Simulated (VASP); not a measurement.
Write the native input for VASP 6.6.1 that does the following.

* Task: single point
* Functional: PBE
* Potentials or basis: VASP PAW PBE potentials, release 64 (Os)
* Cutoff: 520 eV
* k mesh: 16 × 16 × 16
* Occupations: fermi-dirac, width 0.1 eV
* Spin: no spin polarisation
* Dipole correction: no
* Further INCAR settings: ALGO = Normal; EDIFF = 1e-06; NBANDS = 10

The structure of Os lies in POSCAR:

```
Os
1.0
    2.5035791436      0.0000000000      0.0000000000
    0.0000000000      2.5035791436      0.0000000000
    0.0000000000      0.0000000000      2.5035791436
Os
1
Direct
    0.0000000000      0.0000000000      0.0000000000
```

The input as run:

INCAR

```
ALGO     = Normal         # electronic algorithm
EDIFF    = 1E-6           # SCF threshold, eV
ENCUT    = 520            # plane-wave cutoff, eV
GGA      = PE             # functional
ISIF     = 2              # what is computed and relaxed
ISMEAR   = -1             # smearing method
LASPH    = True           # aspherical terms in the spheres
LCHARG   = False          # write CHGCAR
LREAL    = False          # projectors in reciprocal space
LWAVE    = False          # write WAVECAR
NBANDS   = 10             # bands
NELM     = 80             # most SCF steps
PREC     = Accurate       # precision mode
SIGMA    = 0.1            # smearing width, eV
```

KPOINTS

```
k-points
0
Gamma
  16 16 16
```

Potentials or basis: VASP PAW PBE potentials, release 64 (Os).

The run is started by

```bash
$ cat potpaw_PBE.64/Os/POTCAR > POTCAR
$ mpirun -np 1 vasp_std > vasp.out
```

It gave:

```
Pressure               : 20.0 GPa
Band gap on the k mesh : zero (band 4 reaches 13.43 eV, above the bottom of band 5 at 6.78 eV)
```

Caveat: spin-orbit coupling is left out, which moves the levels of the heavy elements.

Run time: 7.1 s on 1 thread of Intel(R) Xeon(R) 6975P-C (Granite Rapids), with other jobs on the host, peak memory 0.14 GiB.
